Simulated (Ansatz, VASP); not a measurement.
This is a calculation of Au for Ansatz 0.2.0.

Contents of input.yaml:

```yaml
crystal:
  lattice:
    - [0.0, 2.0213418704, 2.0213418704]
    - [2.0213418704, 0.0, 2.0213418704]
    - [2.0213418704, 2.0213418704, 0.0]
  atoms:
    - { symbol: Au, position: [0.0, 0.0, 0.0], spin: -0.11 }
kpoints:
  mp_grid: { grid: [11, 11, 11] }
scf:
  occupations: { method: fermi_dirac, width: 0.025 }
hamiltonian:
  xc: rpbe
  dispersion: d4
  pseudopotentials:
    kind: all_electron
    lapw: { basis_error: 0.0005, small_component_spin: dirac_moment }
magnetization:
  spin_polarized: true
output:
  forces: true
  stress: true
  eigenvalues: true
```

Potentials or basis: all-electron LAPW, Dirac moment of small components.

Run with:

```console
$ ansatz run input.yaml --threads 1 --pin off --max-ram 2560MiB --backend cpu --events-out ev --progress --plain --runs-dir out
```

Set up the same calculation for VASP 6.6.1. Potentials there: VASP PAW PBE potentials, release 64 (Au).

As run (the cutoff follows the program's own potentials):

File INCAR:

```
PREC = Accurate
ENCUT = 520
EDIFF = 1E-6
ISMEAR = -1
SIGMA = 0.025
LREAL = F
LASPH = T
NELM = 150
ALGO = Normal
ISIF = 2
LWAVE = F
LCHARG = T
ISPIN = 2
MAGMOM = -0.11
LORBIT = 11
LMAXMIX = 4
GGA = RP
IVDW = 13
LELF = T
LVHAR = T
NBANDS = 16
```

The input KPOINTS:

```
Automatic mesh
0
Gamma
  11 11 11
```

POSCAR

```
Au
1.0
    0.0000000000      2.0213418704      2.0213418704
    2.0213418704      0.0000000000      2.0213418704
    2.0213418704      2.0213418704      0.0000000000
Au
1
Direct
    0.0000000000      0.0000000000      0.0000000000
```

Potentials or basis: VASP PAW PBE potentials, release 64 (Au).

The run is started by

```sh
$ cat potpaw_PBE.64/Au/POTCAR > POTCAR
$ mpirun -np 1 vasp_std > vasp.out
```

Both were run:

|  | VASP | Ansatz | Ansatz less VASP |
| --- | --- | --- | --- |
| gap on the k mesh at the Fermi level (eV) | none | none | - |
| pressure (GPa) | 6.9 | 7.3 | +0.31 |
| net moment per atom (μB) | 0.00 | 0.00 | 0.000 |

VASP's potentials were made for PBE, not for RPBE. A gap of «none» marks a metal or a gap that the smearing closes. Ansatz ran all-electron here, and VASP with PAW potentials.

Neither program's run includes spin-orbit coupling.
